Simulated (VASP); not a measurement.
# Rh (Fm-3m) in VASP: notebook

Rh is run at these levels: r2SCAN; tasks: single point.

Everything below comes from runs of VASP 6.6.1. Logs are shortened: lines on timing, memory, paths and dates and some standing lists are left out, and cuts for length are marked.

## 1. The cell of the first run

The structure is cubic, space group Fm-3m (No. 225). The conventional cell has a = 3.796 Å, b = 3.796 Å, c = 3.796 Å, α = 90.00°, β = 90.00°, γ = 90.00°. Within 3.5 Å of Rh (site symmetry m-3m) lie 12 Rh at 2.68 Å.

## 2. Single point, r2SCAN

POSCAR

```
Rh
1.0
    0.0000000000      1.8978500000      1.8978500000
    1.8978500000      0.0000000000      1.8978500000
    1.8978500000      1.8978500000      0.0000000000
Rh
1
Direct
    0.0000000000      0.0000000000      0.0000000000
```

INCAR.step1

```
PREC = Accurate
ENCUT = 520
ISMEAR = 0
SIGMA = 0.1
LREAL = False
LASPH = True
NELM = 80
NBANDS = 14
GGA = PE
ALGO = Normal
EDIFF = 1E-4
LWAVE = True
LCHARG = False
```

INCAR.step2

```
PREC = Accurate
ENCUT = 520
EDIFF = 1E-6
ISMEAR = 0
SIGMA = 0.1
LREAL = False
LASPH = True
NELM = 80
ALGO = Normal
ISIF = 2
LWAVE = False
LCHARG = False
METAGGA = R2SCAN
LMIXTAU = True
NBANDS = 14
ISTART = 1
```

KPOINTS

```
regular mesh
0
Gamma
  8 8 8
```

Potentials or basis: VASP PAW PBE potentials, release 64 (Rh_pv).

On the command line:

```
> cat potpaw_PBE.64/Rh_pv/POTCAR > POTCAR
> cp INCAR.step1 INCAR
> mpirun -np 1 vasp_std > vasp.out
> cp INCAR.step2 INCAR
> mpirun -np 1 vasp_std > vasp.out
```

OUTCAR:

```text
PREC = Accurate
   ENCUT = 520
   EDIFF = 1E-6
   ISMEAR = 0
   LREAL = False
   LASPH = True
   NELM = 80
   ISIF = 2
   METAGGA = R2SCAN
   ISTART = 1

 ion  position               nearest neighbor table
   1  0.000  0.000  0.000-

  LATTYP: Found a face centered cubic cell.
 ALAT       =     3.7957000000

  Lattice vectors:

 A1 = (   0.0000000000,   1.8978500000,   1.8978500000)
 A2 = (   1.8978500000,   0.0000000000,   1.8978500000)
 A3 = (   1.8978500000,   1.8978500000,   0.0000000000)

Analysis of symmetry for initial positions (statically):
=====================================================================
 Subroutine PRICEL returns:
 Original cell was already a primitive cell.

 Routine SETGRP: Setting up the symmetry group for a
 face centered cubic supercell.

 Subroutine GETGRP returns: Found 48 space group operations
 (whereof 48 operations were pure point group operations)
 out of a pool of 48 trial point group operations.

The static configuration has the point symmetry O_h .

Analysis of symmetry for dynamics (positions and initial velocities):
=====================================================================
 Subroutine PRICEL returns:
 Original cell was already a primitive cell.

 Routine SETGRP: Setting up the symmetry group for a
 face centered cubic supercell.

 Subroutine GETGRP returns: Found 48 space group operations
 (whereof 48 operations were pure point group operations)
 out of a pool of 48 trial point group operations.

The dynamic configuration has the point symmetry O_h .

 Subroutine INISYM returns: Found 48 space group operations
 (whereof 48 operations are pure point group operations),
 and found     1 'primitive' translations

----------------------------------------------------------------------------------------

                                     Primitive cell

  volume of cell :      13.6715

  direct lattice vectors                    reciprocal lattice vectors
     0.000000000  1.897850000  1.897850000    -0.263456016  0.263456016  0.263456016
     1.897850000  0.000000000  1.897850000     0.263456016 -0.263456016  0.263456016
     1.897850000  1.897850000  0.000000000     0.263456016  0.263456016 -0.263456016

  length of vectors
     2.683965209  2.683965209  2.683965209     0.456319205  0.456319205  0.456319205

  position of ions in fractional coordinates (direct lattice)
     0.000000000  0.000000000  0.000000000

  ion indices of the primitive-cell ions
   primitive index   ion index
                 1           1

----------------------------------------------------------------------------------------

 KPOINTS: regular mesh

Automatic generation of k-mesh.
 Grid dimensions read from file:
 generate k-points for:    8    8    8

 Generating k-lattice:

  Cartesian coordinates                     Fractional coordinates (reciprocal lattice)
    -0.032932002  0.032932002  0.032932002     0.125000000  0.000000000  0.000000000
     0.032932002 -0.032932002  0.032932002     0.000000000  0.125000000  0.000000000
     0.032932002  0.032932002 -0.032932002     0.000000000  0.000000000  0.125000000

  Length of vectors
     0.057039901  0.057039901  0.057039901

  Shift w.r.t. Gamma in fractional coordinates (k-lattice)
     0.000000000  0.000000000  0.000000000

 Subroutine IBZKPT returns following result:
 ===========================================

 Found     29 irreducible k-points:

 Following reciprocal coordinates:
            Coordinates               Weight
  0.000000  0.000000  0.000000      1.000000
  0.125000  0.000000  0.000000      8.000000
  0.250000  0.000000  0.000000      8.000000
  0.375000  0.000000  0.000000      8.000000
  0.500000  0.000000  0.000000      4.000000
  0.125000  0.125000  0.000000      6.000000
[... 16 lines left out ...]
  0.500000  0.250000  0.125000     48.000000
 -0.375000  0.250000  0.125000     24.000000
 [... further k-points ...]
   k-points           NKPTS =     29   k-points in BZ     NKDIM =     29   number of bands    NBANDS=     14
   number of dos      NEDOS =    301   number of ions     NIONS =      1
   total plane-waves  NPLWV =   8000
   dimension x,y,z NGX =    20 NGY =   20 NGZ =   20
   dimension x,y,z NGXF=    40 NGYF=   40 NGZF=   40
   ions per type =               1
   NGX,Y,Z   is equivalent  to a cutoff of  12.39, 12.39, 12.39 a.u.
   NGXF,Y,Z  is equivalent  to a cutoff of  24.78, 24.78, 24.78 a.u.
 SYSTEM =  unknown system
   PREC   = accura    normal or accurate (medium, high low for compatibility)
   ISTART =      1    job   : 0-new  1-cont  2-samecut
   ICHARG =      0    charge: 1-file 2-atom 10-const
   ISPIN  =      1    spin polarized calculation?
   LNONCOLLINEAR =      F non collinear calculations
   LSORBIT =      F    spin-orbit coupling
   LASPH  =      T    aspherical Exc in radial PAW
   ENCUT  =  520.0 eV  38.22 Ry    6.18 a.u.   4.99  4.99  4.99*2*pi/ulx,y,z
   NELM   =     80;   NELMIN=  2; NELMDL=  0     # of ELM steps
   EDIFF  = 0.1E-05   stopping-criterion for ELM
   LREAL  =      F    real-space projection
   EDIFFG = 0.1E-04   stopping-criterion for IOM
   NSW    =      0    number of steps for IOM
   IBRION =     -1    ionic relax: 0-MD 1-quasi-New 2-CG
   NFREE  =      0    steps in history (QN), initial steepest desc. (CG)
   ISIF   =      2    stress and relaxation
   ISYM   =      2    0-nonsym 1-usesym 2-fastsym
   POTIM  = 0.5000    time-step for ionic-motion
   TEBEG  =    0.0;   TEEND  =   0.0 temperature during run
   PSTRESS=    0.0 pullay stress
   NELECT =      15.0000    total number of electrons
   NUPDOWN=      -1.0000    fix difference up-down
   EMIN   =  10.00;   EMAX   =-10.00  energy-range for DOS
   EFERMI =   0.00;   METHOD = LEGACY
   ISMEAR =     0;   SIGMA  =   0.10  broadening in eV -4-tet -1-fermi 0-gaus
   EFERMI_NEDOS =   21; number of points for ismear=-14 and -15
   IALGO  =     38    algorithm
   IMIX   =      4    mixing-type and parameters
     AMIX     =   0.40;   BMIX     =  1.00
     AMIX_MAG =   1.60;   BMIX_MAG =  1.00
  volume/ion in A,a.u.               =      13.67        92.26
  Fermi-wavevector in a.u.,A,eV,Ry     =   1.688496  3.190795 38.790465  2.851019
  Thomas-Fermi vector in A             =   2.770792
   LORBIT       =      0    0 simple, 1 ext, 2 COOP (PROOUT), +10 PAW based schemes
   METAGGA = R2SCAN    functional components
   LHFCALC =     F    Hartree Fock is set to
   AEXX    =    0.0000 exact exchange contribution
   IVDW    =     0    specifies the selected vdW correction
   LEPSILON=     F    determine dielectric tensor
   LRPA    =     F    only Hartree local field effects (RPA)
 non-spin polarized calculation
 Gauss-broadening in eV      SIGMA  =   0.10
  energy-cutoff  :      520.00
  volume of cell :       13.67
 maximum number of plane-waves:       380
   NGX =  9   NGY =  9   NGZ =  9

 number of electron      15.0000007 magnetization

 Free energy of the ion-electron system (eV)
  ---------------------------------------------------
  ext. energy  EPLUGINS =         0.00000000
  ---------------------------------------------------
  free energy    TOTEN  =       -24.11219557 eV

  energy without entropy =      -24.10457106  energy(sigma->0) =      -24.10838332

 E-fermi :  11.8809     XC(G=0): -15.2359

 val. band max:       11.8614043080   @ k =  -0.3750   0.2500   0.0000
 cond. band min:      11.9348494379   @ k =   0.3750   0.0000   0.0000
 fundamental gap:      0.0734451299
 Fermi energy:        11.8808939075

 k-point     1 :       0.0000    0.0000    0.0000
  band No.  band energies     occupation
      1     -35.9252      2.00000
      2     -35.9252      2.00000
      3     -35.9252      2.00000
      4       3.6226      2.00000
      5       8.6611      2.00000
      6       8.6611      2.00000
      7       8.6611      2.00000
      8      10.7773      2.00000
      9      10.7773      2.00000
     10      28.5354      0.00000
     11      29.2991      0.00000
     12      34.3313      0.00000
     13      34.3313      0.00000
     14      34.3313      0.00000

 k-point     2 :       0.1250    0.0000    0.0000
  band No.  band energies     occupation
      1     -36.0467      2.00000
      2     -35.9415      2.00000
      3     -35.9415      2.00000
      4       4.2557      2.00000
      5       8.4146      2.00000
      6       8.8853      2.00000
      7       8.8853      2.00000
      8      10.6754      2.00000
      9      10.6754      2.00000
     10      29.2981      0.00000
     11      29.3850      0.00000
     12      31.6951      0.00000
     13      35.2593      0.00000
     14      35.2593      0.00000

 k-point     3 :       0.2500    0.0000    0.0000
  band No.  band energies     occupation
      1     -36.3343      2.00000
      2     -35.9808      2.00000
      3     -35.9808      2.00000
      4       5.4727      2.00000
      5       8.5560      2.00000
      6       9.0198      2.00000
      7       9.0198      2.00000
      8      10.9716      2.00000
      9      10.9716      2.00000
     10      27.7436      0.00000
     11      29.2992      0.00000
     12      30.2081      0.00000
     13      37.4294      0.00000
     14      37.4294      0.00000
[... 324 lines left out ...]
 k-point    23 :       0.5000    0.2500    0.1250
  band No.  band energies     occupation
      1     -36.5545      2.00000
      2     -36.2189      2.00000
      3     -36.0780      2.00000
      4       6.7217      2.00000
      5       7.7696      2.00000
      6       8.3644      2.00000
      7      10.0511      2.00000
      8      11.7351      1.96075
      9      15.1973      0.00000
     10      24.1256      0.00000
     11      28.5183      0.00000
     12      29.2985      0.00000
     13      30.4806      0.00000
     14      35.3246      0.00000

 k-point    24 :      -0.3750    0.2500    0.1250
  band No.  band energies     occupation
      1     -36.6193      2.00000
      2     -36.2469      2.00000
      3     -36.1033      2.00000
      4       6.6428      2.00000
      5       7.5118      2.00000
      6       9.1110      2.00000
      7       9.7393      2.00000
      8      12.2649      0.00000
      9      17.5998      0.00000
     10      20.7937      0.00000
     11      28.7097      0.00000
     12      29.2942      0.00000
     13      29.5463      0.00000
     14      34.0732      0.00000

 [... further k-points ...]

------------------------ aborting loop because EDIFF is reached ----------------------------------------

  FORCE on cell =-STRESS in cart. coord.  units (eV):
  Direction    XX          YY          ZZ          XY          YZ          ZX
  --------------------------------------------------------------------------------------
  -------------------------------------------------------------------------------------
  Total        0.2515969      0.2515969      0.2515969      0.0000000      0.0000000      0.0000000
  in kB       29.4849425     29.4849425     29.4849425      0.0000000      0.0000000      0.0000000
  external PRESSURE =      29.4849425 kB  Pullay stress =       0.0000000 kB

 VOLUME and BASIS-vectors are now :
 -----------------------------------------------------------------------------
  energy-cutoff  :      520.00
  volume of cell :       13.67
      direct lattice vectors                 reciprocal lattice vectors
     0.000000000  1.897850000  1.897850000    -0.263456016  0.263456016  0.263456016
     1.897850000  0.000000000  1.897850000     0.263456016 -0.263456016  0.263456016
     1.897850000  1.897850000  0.000000000     0.263456016  0.263456016 -0.263456016

 POSITION                                       TOTAL-FORCE (eV/Angst)
 -----------------------------------------------------------------------------------
      0.00000      0.00000      0.00000        -0.000000     -0.000000      0.000000
 -----------------------------------------------------------------------------------
    total drift:                                0.000000      0.000000      0.000000

  FREE ENERGIE OF THE ION-ELECTRON SYSTEM (eV)
  ---------------------------------------------------
  free  energy   TOTEN  =       -24.1121955727 eV

  energy  without entropy=      -24.1045710627  energy(sigma->0) =      -24.10838332
```

Run time: 14 s. Hardware: 1 thread of Intel Xeon Platinum 8488C (Sapphire Rapids), shared host; peak memory 0.13 GiB.

What came out:

```yaml
Free_energy: -24.1122 eV
Pressure: 2.9 GPa
```

Levels at points of the mesh, in eV from the Fermi level:
| k point | band 5 | band 6 | band 7 | band 8 | band 9 | band 10 |
| --- | --- | --- | --- | --- | --- | --- |
| (0.00, 0.00, 0.00) | -3.22 | -3.22 | -3.22 | -1.10 | -1.10 | 16.65 |
| (0.50, 0.00, 0.00) | -3.34 | -3.34 | 0.58 | 0.58 | 0.86 | 9.12 |
| (0.50, 0.50, 0.00) | -6.25 | 0.50 | 1.04 | 1.04 | 3.45 | 12.92 |

Caveat: the PAW data sets were made with another functional, which shifts forces and pressure a little.

## 3. Single point, r2SCAN (volume scaled by 0.94)

POSCAR

```
Rh
1.0
    0.0000000000      1.8611670219      1.8611670219
    1.8611670219      0.0000000000      1.8611670219
    1.8611670219      1.8611670219      0.0000000000
Rh
1
Direct
    0.0000000000      0.0000000000      0.0000000000
```

INCAR.step1

```
PREC = Accurate
ENCUT = 520
ISMEAR = 0
SIGMA = 0.1
LREAL = F
LASPH = T
NELM = 100
NBANDS = 14
GGA = PE
ALGO = Normal
EDIFF = 1E-4
LWAVE = T
LCHARG = F
```

INCAR.step2

```
PREC = Accurate
ENCUT = 520
EDIFF = 1E-6
ISMEAR = 0
SIGMA = 0.1
LREAL = F
LASPH = T
NELM = 100
ALGO = Normal
ISIF = 2
LWAVE = F
LCHARG = T
METAGGA = R2SCAN
LMIXTAU = T
LELF = T
LVHAR = T
NBANDS = 14
ISTART = 1
```

KPOINTS

```
Automatic mesh
0
Gamma
  18 18 18
```

Potentials or basis: VASP PAW PBE potentials, release 64 (Rh_pv).

On the command line:

```
> cat potpaw_PBE.64/Rh_pv/POTCAR > POTCAR
> cp INCAR.step1 INCAR
> mpirun -np 1 vasp_std > vasp.out
> cp INCAR.step2 INCAR
> mpirun -np 1 vasp_std > vasp.out
```

It took 67 s on 1 thread of Intel Xeon Platinum 8488C (Sapphire Rapids), shared host; peak memory 0.15 GiB.

The run converged. Its results:

| Item | Value |
| --- | --- |
| Free energy | -24.0827 eV |
| Pressure | 22.1 GPa |

Levels at points of the mesh, in eV from the Fermi level:
```
           k point  band 3  band 4  band 5  band 6  band 7  band 8  band 9  band 10  band 11  band 12
(0.00, 0.00, 0.00)  -47.92   -8.68   -3.52   -3.52   -3.52   -1.19   -1.19    16.64    17.30    22.78
(0.50, 0.00, 0.00)  -48.05   -6.92   -3.65   -3.65    0.65    0.65    0.83     9.80    16.22    17.30
(0.50, 0.50, 0.00)  -48.27   -7.22   -6.82    0.57    1.16    1.16    3.58    13.74    14.40    14.40
```

Caveat: the PAW data sets were made with another functional, which shifts forces and pressure a little.

(Part 1 of 2 ends here.)
